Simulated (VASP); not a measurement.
# SnTe (Pm-3m) in VASP: further runs

SnTe is run at these levels: r2SCAN, BLYP+D3(BJ), PBE; tasks: single point.

Program: VASP 6.6.1. These are calculated values, not measurements. Logs are shortened: lines on timing, memory, paths and dates and some standing lists are left out, and cuts for length are marked.

## (1) The cell of the first run

Symmetry: Pm-3m, No. 221, cubic system. Conventional cell: a = 3.905 Å, b = 3.905 Å, c = 3.905 Å, α = 90.00°, β = 90.00°, γ = 90.00°. Within 4.4 Å of Te (site symmetry m-3m) lie 8 Sn at 3.38 Å and 6 Te at 3.90 Å. Within 4.4 Å of Sn (site symmetry m-3m) lie 8 Te at 3.38 Å and 6 Sn at 3.90 Å.

## (2) Single point, r2SCAN, non-collinear spin, zero start, spin-orbit coupling

The input, POSCAR:

```
SnTe
1.0
    3.9047000000      0.0000000000      0.0000000000
    0.0000000000      3.9047000000      0.0000000000
    0.0000000000      0.0000000000      3.9047000000
Te Sn
1 1
Direct
    0.5000000000      0.5000000000      0.5000000000
    0.0000000000      0.0000000000      0.0000000000
```

The input, INCAR.step1:

```
ALGO = Normal
EDIFF = 1E-4
ENCUT = 520
GGA = PE
GGA_COMPAT = F
ISMEAR = -1
LASPH = T
LCHARG = F
LNONCOLLINEAR = T
LREAL = F
LSORBIT = T
LWAVE = T
MAGMOM = 0 0 0 0 0 0
NBANDS = 32
NELM = 150
PREC = Accurate
SIGMA = 0.05
```

The input, INCAR.step2:

```
ALGO = Normal
EDIFF = 1E-6
ENCUT = 520
GGA_COMPAT = F
ISIF = 2
ISMEAR = -1
ISTART = 1
LASPH = T
LCHARG = T
LMIXTAU = T
LNONCOLLINEAR = T
LORBIT = 11
LORBMOM = T
LREAL = F
LSORBIT = T
LVHAR = T
LWAVE = F
MAGMOM = 0 0 0 0 0 0
METAGGA = R2SCAN
NBANDS = 32
NELM = 150
PREC = Accurate
SIGMA = 0.05
```

The input, KPOINTS:

```
k-points
0
Gamma
  5 5 5
```

Potentials or basis: VASP PAW PBE potentials, release 64 (Te, Sn_d).

Run with:

```
$ cat potpaw_PBE.64/Te/POTCAR potpaw_PBE.64/Sn_d/POTCAR > POTCAR
$ cp INCAR.step1 INCAR
$ mpirun -np 1 vasp_ncl > vasp.out
$ cp INCAR.step2 INCAR
$ mpirun -np 1 vasp_ncl > vasp.out
```

OUTCAR:

```text
EDIFF = 1E-6
   ENCUT = 520
   ISIF = 2
   ISMEAR = -1
   ISTART = 1
   LASPH = T
   LNONCOLLINEAR = T
   LORBIT = 11
   LREAL = F
   LSORBIT = T
   METAGGA = R2SCAN
   NELM = 150
   PREC = Accurate

 ion  position               nearest neighbor table
   1  0.500  0.500  0.500-   2 3.38   2 3.38   2 3.38   2 3.38   2 3.38   2 3.38   2 3.38   2 3.38

   2  0.000  0.000  0.000-   1 3.38   1 3.38   1 3.38   1 3.38   1 3.38   1 3.38   1 3.38   1 3.38

  LATTYP: Found a simple cubic cell.
 ALAT       =     3.9047000000

  Lattice vectors:

 A1 = (   3.9047000000,   0.0000000000,   0.0000000000)
 A2 = (   0.0000000000,   3.9047000000,   0.0000000000)
 A3 = (   0.0000000000,   0.0000000000,   3.9047000000)

Analysis of symmetry for initial positions (statically):
=====================================================================
 Subroutine PRICEL returns:
 Original cell was already a primitive cell.

 Routine SETGRP: Setting up the symmetry group for a
 simple cubic supercell.

 Subroutine GETGRP returns: Found 48 space group operations
 (whereof 48 operations were pure point group operations)
 out of a pool of 48 trial point group operations.

The static configuration has the point symmetry O_h .

Analysis of symmetry for dynamics (positions and initial velocities):
=====================================================================
 Subroutine PRICEL returns:
 Original cell was already a primitive cell.

 Routine SETGRP: Setting up the symmetry group for a
 simple cubic supercell.

 Subroutine GETGRP returns: Found 48 space group operations
 (whereof 48 operations were pure point group operations)
 out of a pool of 48 trial point group operations.

The dynamic configuration has the point symmetry O_h .

Analysis of structural, dynamic, and magnetic symmetry:
=====================================================================
 Subroutine PRICEL returns:
 Original cell was already a primitive cell.

 Routine SETGRP: Setting up the symmetry group for a
 simple cubic supercell.

 Subroutine GETGRP returns: Found 48 space group operations
 (whereof 48 operations were pure point group operations)
 out of a pool of 48 trial point group operations.

The overall configuration has the point symmetry O_h .

 Subroutine INISYM returns: Found 48 space group operations
 (whereof 48 operations are pure point group operations),
 and found     1 'primitive' translations

----------------------------------------------------------------------------------------

                                     Primitive cell

  volume of cell :      59.5337

  direct lattice vectors                    reciprocal lattice vectors
     3.904700000  0.000000000  0.000000000     0.256101621  0.000000000  0.000000000
     0.000000000  3.904700000  0.000000000     0.000000000  0.256101621  0.000000000
     0.000000000  0.000000000  3.904700000     0.000000000  0.000000000  0.256101621

  length of vectors
     3.904700000  3.904700000  3.904700000     0.256101621  0.256101621  0.256101621

  position of ions in fractional coordinates (direct lattice)
     0.500000000  0.500000000  0.500000000
     0.000000000  0.000000000  0.000000000

  ion indices of the primitive-cell ions
   primitive index   ion index
                 1           1
                 2           2

----------------------------------------------------------------------------------------

 KPOINTS: k-points

Automatic generation of k-mesh.
 Grid dimensions read from file:
 generate k-points for:    5    5    5

 Generating k-lattice:

  Cartesian coordinates                     Fractional coordinates (reciprocal lattice)
     0.051220324  0.000000000  0.000000000     0.200000000  0.000000000  0.000000000
     0.000000000  0.051220324  0.000000000     0.000000000  0.200000000  0.000000000
     0.000000000  0.000000000  0.051220324     0.000000000  0.000000000  0.200000000

  Length of vectors
     0.051220324  0.051220324  0.051220324

  Shift w.r.t. Gamma in fractional coordinates (k-lattice)
     0.000000000  0.000000000  0.000000000

 Subroutine IBZKPT returns following result:
 ===========================================

 Found     10 irreducible k-points:

 Following reciprocal coordinates:
            Coordinates               Weight
[... 31 lines left out ...]
   NSW    =      0    number of steps for IOM
   IBRION =     -1    ionic relax: 0-MD 1-quasi-New 2-CG
   NFREE  =      0    steps in history (QN), initial steepest desc. (CG)
   ISIF   =      2    stress and relaxation
   ISYM   =      2    0-nonsym 1-usesym 2-fastsym
   POTIM  = 0.5000    time-step for ionic-motion
   TEBEG  =    0.0;   TEEND  =   0.0 temperature during run
   PSTRESS=    0.0 pullay stress
   NELECT =      20.0000    total number of electrons
   NUPDOWN=      -1.0000    fix difference up-down
   EMIN   =  10.00;   EMAX   =-10.00  energy-range for DOS
   EFERMI =   0.00;   METHOD = LEGACY
   ISMEAR =    -1;   SIGMA  =   0.05  broadening in eV -4-tet -1-fermi 0-gaus
   EFERMI_NEDOS =   21; number of points for ismear=-14 and -15
   IALGO  =     38    algorithm
   IMIX   =      4    mixing-type and parameters
     AMIX     =   0.40;   BMIX     =  1.00
     AMIX_MAG =   1.60;   BMIX_MAG =  1.00
  volume/ion in A,a.u.               =      29.77       200.88
  Fermi-wavevector in a.u.,A,eV,Ry     =   1.138057  2.150615 17.621893  1.295173
  Thomas-Fermi vector in A             =   2.274761
   LORBIT       =     11    0 simple, 1 ext, 2 COOP (PROOUT), +10 PAW based schemes
   METAGGA = R2SCAN    functional components
   LHFCALC =     F    Hartree Fock is set to
   AEXX    =    0.0000 exact exchange contribution
   IVDW    =     0    specifies the selected vdW correction
   LEPSILON=     F    determine dielectric tensor
   LRPA    =     F    only Hartree local field effects (RPA)
  energy-cutoff  :      520.00
  volume of cell :       59.53
 maximum number of plane-waves:      3222
 NGX is ok and might be reduce to    30
   NGX = 15   NGY = 15   NGZ = 15

 number of electron      19.9999983 magnetization       0.0000000      0.0000000      0.0000000

 number of electron      19.9999983 magnetization       0.0000000      0.0000000     -0.0000000

 number of electron      19.9999983 magnetization       0.0000000     -0.0000000     -0.0000000

 Free energy of the ion-electron system (eV)
  ---------------------------------------------------
  ext. energy  EPLUGINS =         0.00000000
  ---------------------------------------------------
  free energy    TOTEN  =       -50.21753441 eV

  energy without entropy =      -50.20429492  energy(sigma->0) =      -50.21091467

 E-fermi :   6.9775     XC(G=0): -10.4518

 val. band max:        6.8919528695   @ k =   0.2000   0.2000   0.0000
 cond. band min:       6.9977711784   @ k =   0.4000   0.4000   0.0000
 fundamental gap:      0.1058183088
 Fermi energy:         6.9774855278

 k-point     1 :       0.0000    0.0000    0.0000
  band No.  band energies     occupation
      1     -16.0157      1.00000
      2     -16.0157      1.00000
      3     -16.0157      1.00000
      4     -16.0157      1.00000
      5     -14.9808      1.00000
      6     -14.9808      1.00000
[... 339 lines left out ...]
     31      20.0597      0.00000
     32      20.0597      0.00000

------------------------ aborting loop because EDIFF is reached ----------------------------------------

  FORCE on cell =-STRESS in cart. coord.  units (eV):
  Direction    XX          YY          ZZ          XY          YZ          ZX
  --------------------------------------------------------------------------------------
  -------------------------------------------------------------------------------------
  Total       -0.3326955     -0.3326955     -0.3326955      0.0000000      0.0000000     -0.0000000
  in kB       -8.9535345     -8.9535345     -8.9535345      0.0000000      0.0000000     -0.0000000
  external PRESSURE =      -8.9535345 kB  Pullay stress =       0.0000000 kB

 VOLUME and BASIS-vectors are now :
 -----------------------------------------------------------------------------
  energy-cutoff  :      520.00
  volume of cell :       59.53
      direct lattice vectors                 reciprocal lattice vectors
     3.904700000  0.000000000  0.000000000     0.256101621  0.000000000  0.000000000
     0.000000000  3.904700000  0.000000000     0.000000000  0.256101621  0.000000000
     0.000000000  0.000000000  3.904700000     0.000000000  0.000000000  0.256101621

 POSITION                                       TOTAL-FORCE (eV/Angst)
 -----------------------------------------------------------------------------------
      1.95235      1.95235      1.95235         0.000000      0.000000      0.000000
      0.00000      0.00000      0.00000         0.000000      0.000000      0.000000
 -----------------------------------------------------------------------------------
    total drift:                                0.000000      0.000000      0.000000

  FREE ENERGIE OF THE ION-ELECTRON SYSTEM (eV)
  ---------------------------------------------------
  free  energy   TOTEN  =       -50.2175344053 eV

  energy  without entropy=      -50.2042949249  energy(sigma->0) =      -50.21091467

 orbital moment (x)

 # of ion     p       d       tot
 ----------------------------------------
  1         0.000   0.000   0.000
  2         0.000  -0.000   0.000
 ----------------------------------------
            0.000  -0.000   0.000

 orbital moment (y)

 # of ion     p       d       tot
 ----------------------------------------
  1         0.000   0.000   0.000
  2         0.000  -0.000  -0.000
 ----------------------------------------
            0.000  -0.000   0.000

 orbital moment (z)

 # of ion     p       d       tot
 ----------------------------------------
  1         0.000  -0.000  -0.000
  2         0.000   0.000   0.000
 ----------------------------------------
            0.000  -0.000  -0.000

 Spin-Orbit-Coupling matrix elements

 Ion:    1  E_soc:     -0.2062639
 l=   1
     0.0000000    -0.0342800    -0.0342800
    -0.0342800     0.0000000    -0.0342800
    -0.0342800    -0.0342800     0.0000000
 l=   2
     0.0000000    -0.0000259     0.0000000    -0.0000259    -0.0000714
    -0.0000259     0.0000000    -0.0000536    -0.0000259    -0.0000179
     0.0000000    -0.0000536     0.0000000    -0.0000536     0.0000000
    -0.0000259    -0.0000259    -0.0000536     0.0000000    -0.0000179
    -0.0000714    -0.0000179     0.0000000    -0.0000179     0.0000000
 l=   3
     0.0000000     0.0000000     0.0000000     0.0000000     0.0000000     0.0000000     0.0000000
     0.0000000     0.0000000     0.0000000     0.0000000     0.0000000     0.0000000     0.0000000
     0.0000000     0.0000000     0.0000000     0.0000000     0.0000000     0.0000000     0.0000000
     0.0000000     0.0000000     0.0000000     0.0000000     0.0000000     0.0000000     0.0000000
     0.0000000     0.0000000     0.0000000     0.0000000     0.0000000     0.0000000     0.0000000
     0.0000000     0.0000000     0.0000000     0.0000000     0.0000000     0.0000000     0.0000000
     0.0000000     0.0000000     0.0000000     0.0000000     0.0000000     0.0000000     0.0000000

 Ion:    2  E_soc:     -0.0837742
 l=   1
     0.0000000    -0.0079852    -0.0079852
    -0.0079852     0.0000000    -0.0079852
    -0.0079852    -0.0079852     0.0000000
 l=   2
     0.0000000    -0.0011930     0.0000000    -0.0011930    -0.0047842
    -0.0011930     0.0000000    -0.0035882    -0.0011930    -0.0011961
     0.0000000    -0.0035882     0.0000000    -0.0035882     0.0000000
    -0.0011930    -0.0011930    -0.0035882     0.0000000    -0.0011961
    -0.0047842    -0.0011961     0.0000000    -0.0011961     0.0000000
 l=   3
     0.0000000     0.0000000     0.0000000     0.0000000     0.0000000     0.0000000     0.0000000
     0.0000000     0.0000000     0.0000000     0.0000000     0.0000000     0.0000000     0.0000000
     0.0000000     0.0000000     0.0000000     0.0000000     0.0000000     0.0000000     0.0000000
     0.0000000     0.0000000     0.0000000     0.0000000     0.0000000     0.0000000     0.0000000
     0.0000000     0.0000000     0.0000000     0.0000000     0.0000000     0.0000000     0.0000000
     0.0000000     0.0000000     0.0000000     0.0000000     0.0000000     0.0000000     0.0000000
     0.0000000     0.0000000     0.0000000     0.0000000     0.0000000     0.0000000     0.0000000

 total charge

# of ion       s       p       d       tot
------------------------------------------
    1        1.405   1.941   0.029   3.376
    2        1.338   0.698   9.968  12.004
--------------------------------------------------
tot          2.743   2.640   9.997  15.380

 magnetization (x)

# of ion       s       p       d       tot
------------------------------------------
    1       -0.000  -0.000   0.000  -0.000
    2        0.000  -0.000  -0.000   0.000
--------------------------------------------------
tot          0.000  -0.000  -0.000   0.000

 magnetization (y)

# of ion       s       p       d       tot
------------------------------------------
    1       -0.000  -0.000   0.000  -0.000
    2       -0.000   0.000  -0.000  -0.000
--------------------------------------------------
tot         -0.000  -0.000  -0.000  -0.000

 magnetization (z)

# of ion       s       p       d       tot
------------------------------------------
    1       -0.000  -0.000   0.000  -0.000
    2       -0.000   0.000  -0.000  -0.000
--------------------------------------------------
tot         -0.000  -0.000  -0.000  -0.000
```

It took 3.9 min on 1 thread of Intel Xeon Platinum 8259CL at 2.50GHz (Skylake/Cascade Lake), shared host; peak memory 0.33 GiB.

What came out:

```yaml
Free_energy: -50.2175 eV
Pressure: -0.9 GPa
Net_moment: 0.00 μB per cell
Valence_electrons_inside_the_program's_atomic_spheres: Te 3.38; Sn 12.00
```

Moments on the atoms (μB; x, y, z):
```
Te  0.00 0.00 0.00
Sn  0.00 0.00 0.00
```

Caveat: the PAW data sets were made with another functional, which shifts forces and pressure a little.

## (3) Single point, BLYP+D3(BJ)

This run uses another cell than the first one, of 28.80 Å³/atom, 0.967 times its volume.

The input, INCAR:

```
PREC = Accurate
ENCUT = 520
EDIFF = 1E-6
ISMEAR = -1
SIGMA = 0.05
LREAL = F
LASPH = T
NELM = 60
ALGO = Normal
ISIF = 2
LWAVE = F
LCHARG = F
GGA = B5
ALDAX = 1.0
AGGAX = 1.0
AGGAC = 1.0
ALDAC = 0.0
IVDW = 12
VDW_S6 = 1.0
VDW_S8 = 2.6996
VDW_A1 = 0.4298
VDW_A2 = 4.2359
NBANDS = 17
```

The input, KPOINTS:

```
Automatic mesh
0
Gamma
  7 7 7
```

The input, POSCAR:

```
SnTe
1.0
    3.8618225736      0.0000000000      0.0000000000
    0.0000000000      3.8618225736      0.0000000000
    0.0000000000      0.0000000000      3.8618225736
Te Sn
1 1
Direct
    0.5000000000      0.5000000000      0.5000000000
    0.0000000000      0.0000000000      0.0000000000
```

Potentials or basis: VASP PAW PBE potentials, release 64 (Te, Sn_d).

Run with:

```
$ cat potpaw_PBE.64/Te/POTCAR potpaw_PBE.64/Sn_d/POTCAR > POTCAR
$ mpirun -np 1 vasp_std > vasp.out
```

Run time: 17 s. Hardware: 1 thread of Intel Xeon Platinum 8375C at 2.90GHz (Ice Lake), shared host; peak memory 0.18 GiB.

Results (log left out):

```
Free energy                : -7.5360 eV
Pressure                   : 0.0 GPa
Band gap on the k mesh     : zero (band 10 reaches 8.08 eV, above the bottom of band 11 at 7.05 eV)
Dispersion energy per atom : -1.022 eV
```

Levels at points of the mesh, in eV from the Fermi level:
```tsv
k point	band 7	band 8	band 9	band 10	band 11	band 12	band 13	band 14
(0.00, 0.00, 0.00)	-5.32	-1.78	-1.78	-1.78	3.91	3.91	5.44	5.44
```

Caveat: the PAW data sets were made with another functional, which shifts forces and pressure a little; spin-orbit coupling is left out, which moves the levels of the heavy elements; pairwise dispersion overbinds metals, which lowers pressure and volume.

(Part 1 of 2 ends here.)
